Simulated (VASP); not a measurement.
Wanted: the native input for a VASP 6.6.1 run.

| Quantity | Value |
| --- | --- |
| Task | single point |
| Functional | PBE |
| Potentials or basis | VASP PAW PBE potentials, release 64 (Ca_sv, Te, H) |
| Cutoff | 520 eV |
| k mesh | 4 × 4 × 2 |
| Occupations | gaussian, width 0.1 eV |
| Spin | no spin polarisation |
| Dipole correction | no |
| Further INCAR settings | ALGO = Normal; EDIFF = 1e-07; NBANDS = 28 |

The structure of Ca2Te2H5 lies in POSCAR:

```
Ca2Te2H5
1.0
    4.1533039200      0.0000000000      0.0000000000
    0.0000000000      4.1533039200      0.0000000000
    0.0000000000      0.0000000000      8.2866813700
Ca Te H
2 2 5
Direct
    0.0000000000      0.0000000000      0.0000000000
    0.0000000000      0.0000000000      0.5000000000
    0.5000000000      0.5000000000      0.2566320000
    0.5000000000      0.5000000000      0.7433680000
    0.5000000000      0.0000000000      0.2209000000
    0.5000000000      0.0000000000      0.7791000000
    0.5000000000      0.5000000000      0.5000000000
    0.0000000000      0.5000000000      0.2209000000
    0.0000000000      0.5000000000      0.7791000000
```

The input as run:

INCAR

```
PREC = Accurate ; ENCUT = 520
EDIFF = 1E-7 ; ISMEAR = 0
SIGMA = 0.1 ; LREAL = False
LASPH = True ; NELM = 60
ALGO = Normal ; ISIF = 2
LWAVE = False ; LCHARG = False
GGA = PE ; NBANDS = 28
```

KPOINTS

```
Automatic mesh
0
Gamma
  4 4 2
```

Potentials or basis: VASP PAW PBE potentials, release 64 (Ca_sv, Te, H).

The run is started by

```sh
$ cat potpaw_PBE.64/Ca_sv/POTCAR potpaw_PBE.64/Te/POTCAR potpaw_PBE.64/H/POTCAR > POTCAR
$ mpirun -np 1 vasp_std > vasp.out
```

Results of the run:

The pressure is 1.6 GPa and the largest force is 1.079 eV/Å.

Caveat: the k points lie up to 0.38 Å⁻¹ apart; forces of over 1 eV/Å act on the atoms, so gaps and moduli don't describe the material at rest.

It took 57 s on 1 thread of AMD EPYC 7R13 Processor (Zen 3), on a shared host, peak memory 0.23 GiB.
